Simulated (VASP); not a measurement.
# Ag (P6_3/mmc) in VASP: further runs

Runs on Ag. Level: PBEsol. Tasks: single point.

All numbers are computed with VASP 6.6.1; they aren't measurements. Logs are shortened: lines on timing, memory, paths and dates and some standing lists are left out, and cuts for length are marked.

**1. The cell of the first run**

The structure is hexagonal, space group P6_3/mmc (No. 194). The conventional cell has a = 2.871 Å, b = 2.871 Å, c = 9.338 Å, α = 90.00°, β = 90.00°, γ = 120.00°. Within 3.8 Å of Ag (site symmetry -6m2) lie 12 Ag at 2.86 to 2.87 Å. Within 3.8 Å of Ag (site symmetry -3m) lie 12 Ag at 2.86 to 2.87 Å.

This isn't the form of Ag at room conditions, which is fcc.

**2. Single point, PBEsol**

File INCAR:

```
SYSTEM = Ag
  ALGO = Normal
  EDIFF = 1E-6
  ENCUT = 520
  GGA = PS
  ISIF = 2
  ISMEAR = 0
  LASPH = .True.
  LCHARG = .False.
  LREAL = .False.
  LWAVE = .False.
  NBANDS = 30
  NELM = 80
  PREC = Accurate
  SIGMA = 0.1
```

File KPOINTS:

```
k-points
0
Gamma
  12 12 4
  0 0 0
```

File POSCAR:

```
Ag
1.0
    2.8709531701      0.0000000000      0.0000000000
   -1.4354765850      2.4863183784      0.0000000000
    0.0000000000      0.0000000000      9.3380588751
Ag
4
Direct
    0.3333333333      0.6666666667      0.2500000000
    0.6666666667      0.3333333333      0.7500000000
    0.0000000000      0.0000000000      0.0000000000
    0.0000000000      0.0000000000      0.5000000000
```

Potentials or basis: VASP PAW PBE potentials, release 64 (Ag).

The run is started by

```bash
> cat potpaw_PBE.64/Ag/POTCAR > POTCAR
> mpirun -np 1 vasp_std > vasp.out
```

OUTCAR:

```text
SYSTEM = Ag
   EDIFF = 1E-6
   ENCUT = 520
   GGA = PS
   ISIF = 2
   ISMEAR = 0
   LASPH = .True.
   LREAL = .False.
   NELM = 80
   PREC = Accurate

 ion  position               nearest neighbor table
   1  0.333  0.667  0.250-   3 2.86   4 2.86   3 2.86   4 2.86   3 2.86   4 2.86
   2  0.667  0.333  0.750-   3 2.86   4 2.86   3 2.86   4 2.86   3 2.86   4 2.86
   3  0.000  0.000  0.000-   1 2.86   2 2.86   1 2.86   2 2.86   2 2.86   1 2.86
   4  0.000  0.000  0.500-   1 2.86   2 2.86   1 2.86   2 2.86   2 2.86   1 2.86

  LATTYP: Found a hexagonal cell.
 ALAT       =     2.8709531701
 C/A-ratio  =     3.2525988136

  Lattice vectors:

 A1 = (   2.8709531701,   0.0000000000,   0.0000000000)
 A2 = (  -1.4354765850,   2.4863183784,   0.0000000000)
 A3 = (   0.0000000000,   0.0000000000,   9.3380588751)

Analysis of symmetry for initial positions (statically):
=====================================================================
 Subroutine PRICEL returns:
 Original cell was already a primitive cell.

 Routine SETGRP: Setting up the symmetry group for a
 hexagonal supercell.

 Subroutine GETGRP returns: Found 24 space group operations
 (whereof 12 operations were pure point group operations)
 out of a pool of 24 trial point group operations.

The static configuration has the point symmetry D_3d.
 The point group associated with its full space group is D_6h.

Analysis of symmetry for dynamics (positions and initial velocities):
=====================================================================
 Subroutine PRICEL returns:
 Original cell was already a primitive cell.

 Routine SETGRP: Setting up the symmetry group for a
 hexagonal supercell.

 Subroutine GETGRP returns: Found 24 space group operations
 (whereof 12 operations were pure point group operations)
 out of a pool of 24 trial point group operations.

The dynamic configuration has the point symmetry D_3d.
 The point group associated with its full space group is D_6h.

 Subroutine INISYM returns: Found 24 space group operations
 (whereof 12 operations are pure point group operations),
 and found     1 'primitive' translations

----------------------------------------------------------------------------------------

                                     Primitive cell

  volume of cell :      66.6560

  direct lattice vectors                    reciprocal lattice vectors
     2.870953170  0.000000000  0.000000000     0.348316375  0.201100553  0.000000000
    -1.435476585  2.486318378  0.000000000     0.000000000  0.402201105  0.000000000
     0.000000000  0.000000000  9.338058875     0.000000000  0.000000000  0.107088637

  length of vectors
     2.870953170  2.870953170  9.338058875     0.402201105  0.402201105  0.107088637

  position of ions in fractional coordinates (direct lattice)
     0.333333333  0.666666667  0.250000000
     0.666666667  0.333333333  0.750000000
     0.000000000  0.000000000  0.000000000
     0.000000000  0.000000000  0.500000000

  ion indices of the primitive-cell ions
   primitive index   ion index
                 1           1
                 2           2
                 3           3
                 4           4

----------------------------------------------------------------------------------------

 KPOINTS: k-points

Automatic generation of k-mesh.
 Grid dimensions read from file:
 generate k-points for:   12   12    4

 Generating k-lattice:

  Cartesian coordinates                     Fractional coordinates (reciprocal lattice)
     0.029026365  0.016758379  0.000000000     0.083333333  0.000000000  0.000000000
     0.000000000  0.033516759  0.000000000     0.000000000  0.083333333  0.000000000
     0.000000000  0.000000000  0.026772159     0.000000000  0.000000000  0.250000000

  Length of vectors
     0.033516759  0.033516759  0.026772159

  Shift w.r.t. Gamma in fractional coordinates (k-lattice)
     0.000000000  0.000000000  0.000000000

 Subroutine IBZKPT returns following result:
 ===========================================

 Found     57 irreducible k-points:

 Following reciprocal coordinates:
            Coordinates               Weight
  0.000000  0.000000  0.000000      1.000000
  0.083333  0.000000  0.000000      6.000000
  0.166667 -0.000000  0.000000      6.000000
  0.250000  0.000000  0.000000      6.000000
  0.333333  0.000000  0.000000      6.000000
  0.416667 -0.000000  0.000000      6.000000
[... 16 lines left out ...]
  0.250000  0.000000  0.250000     12.000000
  0.333333  0.000000  0.250000     12.000000
 [... further k-points ...]
   k-points           NKPTS =     57   k-points in BZ     NKDIM =     57   number of bands    NBANDS=     30
   number of dos      NEDOS =    301   number of ions     NIONS =      4
   total plane-waves  NPLWV =  40320
   dimension x,y,z NGX =    24 NGY =   24 NGZ =   70
   dimension x,y,z NGXF=    48 NGYF=   48 NGZF=  140
   ions per type =               4
   NGX,Y,Z   is equivalent  to a cutoff of  13.90, 13.90, 12.46 a.u.
   NGXF,Y,Z  is equivalent  to a cutoff of  27.79, 27.79, 24.92 a.u.
 SYSTEM =  Ag
   PREC   = accura    normal or accurate (medium, high low for compatibility)
   ISTART =      0    job   : 0-new  1-cont  2-samecut
   ICHARG =      2    charge: 1-file 2-atom 10-const
   ISPIN  =      1    spin polarized calculation?
   LNONCOLLINEAR =      F non collinear calculations
   LSORBIT =      F    spin-orbit coupling
   LASPH  =      T    aspherical Exc in radial PAW
   ENCUT  =  520.0 eV  38.22 Ry    6.18 a.u.   5.34  5.34 17.36*2*pi/ulx,y,z
   NELM   =     80;   NELMIN=  2; NELMDL= -5     # of ELM steps
   EDIFF  = 0.1E-05   stopping-criterion for ELM
   LREAL  =      F    real-space projection
   EDIFFG = 0.1E-04   stopping-criterion for IOM
   NSW    =      0    number of steps for IOM
   IBRION =     -1    ionic relax: 0-MD 1-quasi-New 2-CG
   NFREE  =      0    steps in history (QN), initial steepest desc. (CG)
   ISIF   =      2    stress and relaxation
   ISYM   =      2    0-nonsym 1-usesym 2-fastsym
   POTIM  = 0.5000    time-step for ionic-motion
   TEBEG  =    0.0;   TEEND  =   0.0 temperature during run
   PSTRESS=    0.0 pullay stress
   NELECT =      44.0000    total number of electrons
   NUPDOWN=      -1.0000    fix difference up-down
   EMIN   =  10.00;   EMAX   =-10.00  energy-range for DOS
   EFERMI =   0.00;   METHOD = LEGACY
   ISMEAR =     0;   SIGMA  =   0.10  broadening in eV -4-tet -1-fermi 0-gaus
   EFERMI_NEDOS =   21; number of points for ismear=-14 and -15
   IALGO  =     38    algorithm
   IMIX   =      4    mixing-type and parameters
     AMIX     =   0.40;   BMIX     =  1.00
     AMIX_MAG =   1.60;   BMIX_MAG =  1.00
  volume/ion in A,a.u.               =      16.66       112.45
  Fermi-wavevector in a.u.,A,eV,Ry     =   1.425430  2.693672 27.645008  2.031851
  Thomas-Fermi vector in A             =   2.545815
   LORBIT       =      0    0 simple, 1 ext, 2 COOP (PROOUT), +10 PAW based schemes
   GGA     = PS    functional components
   LHFCALC =     F    Hartree Fock is set to
   AEXX    =    0.0000 exact exchange contribution
   IVDW    =     0    specifies the selected vdW correction
   LEPSILON=     F    determine dielectric tensor
   LRPA    =     F    only Hartree local field effects (RPA)
 non-spin polarized calculation
 Gauss-broadening in eV      SIGMA  =   0.10
  energy-cutoff  :      520.00
  volume of cell :       66.66
 maximum number of plane-waves:      1817
 NGX is ok and might be reduce to    24
   NGX = 11   NGY = 11   NGZ = 35

 number of electron      43.9999983 magnetization

 Free energy of the ion-electron system (eV)
  ---------------------------------------------------
  ext. energy  EPLUGINS =         0.00000000
  ---------------------------------------------------
  free energy    TOTEN  =       -13.22259531 eV

  energy without entropy =      -13.21697222  energy(sigma->0) =      -13.21978376

 E-fermi :   8.4361     XC(G=0): -12.5484

 val. band max:        8.4176515758   @ k =   0.5000   0.0000   0.2500
 cond. band min:       8.4629877058   @ k =   0.4167   0.0833   0.5000
 fundamental gap:      0.0453361300
 Fermi energy:         8.4360549980

 k-point     1 :       0.0000    0.0000    0.0000
  band No.  band energies     occupation
      1       0.5523      2.00000
      2       1.9933      2.00000
      3       2.0008      2.00000
      4       2.0198      2.00000
      5       3.6858      2.00000
      6       3.6858      2.00000
[... 22 lines left out ...]
     29      24.2449      0.00000
     30      25.1555      0.00000

 k-point     2 :       0.0833    0.0000    0.0000
  band No.  band energies     occupation
      1       0.7473      2.00000
      2       2.1376      2.00000
      3       2.1633      2.00000
      4       2.1690      2.00000
      5       3.5392      2.00000
      6       3.6213      2.00000
[... 22 lines left out ...]
     29      24.1281      0.00000
     30      24.4651      0.00000

 k-point     3 :       0.1667   -0.0000    0.0000
  band No.  band energies     occupation
      1       1.2901      2.00000
      2       2.3981      2.00000
      3       2.5569      2.00000
      4       2.5788      2.00000
      5       3.1924      2.00000
      6       3.3545      2.00000
[... 22 lines left out ...]
     29      22.5596      0.00000
     30      22.5852      0.00000

 k-point     4 :       0.2500    0.0000    0.0000
  band No.  band energies     occupation
      1       1.9679      2.00000
      2       2.4710      2.00000
      3       2.6060      2.00000
      4       2.7659      2.00000
      5       3.0580      2.00000
      6       3.0812      2.00000
[... 616 lines left out ...]
     29      22.8703      0.00000
     30      23.3825      0.00000

 k-point    23 :       0.2500    0.0000    0.2500
  band No.  band energies     occupation
      1       2.0247      2.00000
      2       2.3905      2.00000
      3       2.5529      2.00000
      4       2.8066      2.00000
      5       2.9733      2.00000
      6       3.2566      2.00000
[... 22 lines left out ...]
     29      20.8123      0.00000
     30      22.1827      0.00000

 k-point    24 :       0.3333    0.0000    0.2500
  band No.  band energies     occupation
      1       2.1999      2.00000
      2       2.3446      2.00000
      3       2.3798      2.00000
      4       2.6400      2.00000
      5       2.7067      2.00000
      6       2.9801      2.00000
[... 22 lines left out ...]
     29      19.6512      0.00000
     30      20.5153      0.00000

 [... further k-points ...]
[... 5 lines left out ...]
  --------------------------------------------------------------------------------------
  -------------------------------------------------------------------------------------
  Total        0.0149470      0.0149470     -0.0696208      0.0000000      0.0000000      0.0000000
  in kB        0.3592730      0.3592730     -1.6734401      0.0000000      0.0000000      0.0000000
  external PRESSURE =      -0.3182980 kB  Pullay stress =       0.0000000 kB

 VOLUME and BASIS-vectors are now :
 -----------------------------------------------------------------------------
  energy-cutoff  :      520.00
  volume of cell :       66.66
      direct lattice vectors                 reciprocal lattice vectors
     2.870953170  0.000000000  0.000000000     0.348316375  0.201100553  0.000000000
    -1.435476585  2.486318378  0.000000000     0.000000000  0.402201105  0.000000000
     0.000000000  0.000000000  9.338058875     0.000000000  0.000000000  0.107088637

 POSITION                                       TOTAL-FORCE (eV/Angst)
 -----------------------------------------------------------------------------------
     -0.00000      1.65755      2.33451         0.000000     -0.000000      0.000000
      1.43548      0.82877      7.00354         0.000000      0.000000     -0.000000
      0.00000      0.00000      0.00000        -0.000000      0.000000      0.000000
      0.00000      0.00000      4.66903        -0.000000      0.000000      0.000000
 -----------------------------------------------------------------------------------
    total drift:                               -0.000000      0.000000      0.000000

  FREE ENERGIE OF THE ION-ELECTRON SYSTEM (eV)
  ---------------------------------------------------
  free  energy   TOTEN  =       -13.2225953064 eV

  energy  without entropy=      -13.2169722167  energy(sigma->0) =      -13.21978376
```

Run time: 78 s. Hardware: 1 thread of Intel Xeon Platinum 8488C (Sapphire Rapids), shared host; peak memory 0.23 GiB.

What came out:

```
Free energy            : -13.2226 eV
Pressure               : 0.0 GPa
Band gap on the k mesh : zero (bands 22 and 23 overlap by 6.52 eV)
```

Caveat: the PAW data sets were made with another functional, which shifts forces and pressure a little.

**3. Single point, PBEsol**

File INCAR:

```
SYSTEM = Ag
PREC = Accurate ; ENCUT = 520
EDIFF = 1E-6 ; ISMEAR = 0
SIGMA = 0.1 ; LREAL = .FALSE.
LASPH = .TRUE. ; NELM = 100
ALGO = Fast ; ISIF = 2
LWAVE = .FALSE. ; LCHARG = .TRUE.
GGA = PS ; LELF = .TRUE.
LVHAR = .TRUE. ; NBANDS = 30
```

File KPOINTS:

```
regular mesh
0
G
  18 18 4
  0 0 0
```

POSCAR is that of step 2.

Potentials or basis: VASP PAW PBE potentials, release 64 (Ag).

The run is started by

```bash
> cat potpaw_PBE.64/Ag/POTCAR > POTCAR
> mpirun -np 1 vasp_std > vasp.out
```

It took 2.8 min on 1 thread of Intel Xeon Platinum 8488C (Sapphire Rapids), shared host; peak memory 0.3 GiB.

Results (log left out):

- Free energy: -13.2277 eV
- Pressure: -0.3 GPa
- Band gap on the k mesh: zero (bands 22 and 23 overlap by 6.52 eV)

Levels at points of the mesh, in eV from the Fermi level:
| k point | band 20 | band 21 | band 22 | band 23 | band 24 | band 25 |
| --- | --- | --- | --- | --- | --- | --- |
| (0.00, 0.00, 0.00) | -3.41 | -3.41 | -2.99 | -2.99 | -0.49 | 3.76 |
| (0.50, 0.00, 0.00) | -2.76 | -0.30 | 0.63 | 1.01 | 1.54 | 4.41 |
| (0.00, 0.00, 0.50) | -3.17 | -3.17 | -3.17 | -2.56 | -2.56 | 6.65 |
| (0.50, 0.00, 0.50) | -2.81 | 0.18 | 0.18 | 1.38 | 1.38 | 4.83 |

Caveat: the PAW data sets were made with another functional, which shifts forces and pressure a little.

The gap in the log of VASP goes by the Fermi energy; the results here count the filled bands.